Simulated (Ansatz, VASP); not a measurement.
La: VASP beside Ansatz

Contents of INCAR:

```
ALGO = Normal ; EDIFF = 1E-8
ENCUT = 520 ; GGA = PE
ISIF = 2 ; ISMEAR = -1
LASPH = T ; LCHARG = F
LEFG = T ; LREAL = F
LWAVE = F ; NBANDS = 12
NELM = 80 ; PREC = Accurate
SIGMA = 0.05
```

File KPOINTS:

```
k-points
0
Gamma
  12 12 12
```

The input POSCAR:

```
La
1.0
    0.0000000000      2.6480000000      2.6480000000
    2.6480000000      0.0000000000      2.6480000000
    2.6480000000      2.6480000000      0.0000000000
La
1
Direct
    0.0000000000      0.0000000000      0.0000000000
```

Input for Ansatz:

```yaml
crystal:
  lattice:
    - [0.0, 2.648, 2.648]
    - [2.648, 0.0, 2.648]
    - [2.648, 2.648, 0.0]
  atoms:
    - { symbol: La, position: [0.0, 0.0, 0.0] }
kpoints:
  mp_grid: { grid: [12, 12, 12] }
  band_path:
    path:
      - [0.0, 0.0, 0.0]
      - [0.5, 0.0, 0.5]
      - [0.625, 0.25, 0.625]
      - [0.375, 0.375, 0.75]
      - [0.0, 0.0, 0.0]
      - [0.5, 0.5, 0.5]
      - [0.5, 0.25, 0.75]
      - [0.5, 0.0, 0.5]
    npoints: 8
scf:
  occupations: { method: fermi_dirac, width: 0.05 }
hamiltonian:
  xc: pbe
  pseudopotentials: { kind: paw }
output:
  forces: true
  stress: true
  eigenvalues: true
  efg: { contact_densities: true }
  populations: true
  bader: true
  dos: { projected: true, de: 0.2, e_range: [-14, 8] }
```

Alike in both runs: task electric field gradients; functional PBE; k mesh 12 × 12 × 12; occupations fermi-dirac, width 0.05 eV; no spin polarisation.

```csv
,VASP,Ansatz
version,VASP 6.6.1,Ansatz 0.2.0
potentials or method,"VASP PAW PBE potentials, release 64 (La)","PAW with Ansatz's default frozen-core files, scalar-relativistic"
plane-wave cutoff (eV),520,420
valence electrons in the cell,11,11
```

```csv
,VASP,Ansatz,Ansatz less VASP
pressure (GPa),-0.2,-0.3,-0.07
```

The functional is the same, so the differences come from potentials, cutoffs and numerics.

Neither program's run includes spin-orbit coupling.
